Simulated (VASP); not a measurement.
## Bi: single point with r2SCAN

Crystal: Bi.

```
Bi
1.0
    -1.98143    1.98143    1.98143
     1.98143   -1.98143    1.98143
     1.98143    1.98143   -1.98143
Bi
1
Direct
  0.00000 0.00000 0.00000
```

| Property | Result |
| --- | --- |
| Program | VASP 6.6.1 |
| Task | single point |
| Functional | r2SCAN |
| Potentials or basis | VASP PAW PBE potentials, release 64 (Bi_d) |
| Cutoff | 520 eV |
| k mesh | 7 × 7 × 7 |
| Occupations | fermi-dirac, width 0.05 eV |
| Spin | non-collinear spin, zero start, spin-orbit coupling |
| Starting moments | [[0.0, 0.0, 0.0]] μB |
| Dipole correction | no |
| Further INCAR settings | ALGO = Normal; EDIFF = 1e-07; NBANDS = 26 |

```json
{
 "Pressure": "1.6 GPa",
 "Net moment": "0.00 μB per cell",
 "Valence electrons inside the program's atomic spheres": "Bi 12.72"
}
```

Moments on the atoms (μB; x, y, z):
```
Bi  0.00 0.00 0.00
```

Wall time 3.7 min on 1 thread of AMD EPYC 7R43 64-Core Processor (Zen 3), with other jobs on the host, peak memory 0.26 GiB.

Caveat: the PAW data sets were made with another functional, which shifts forces and pressure a little.
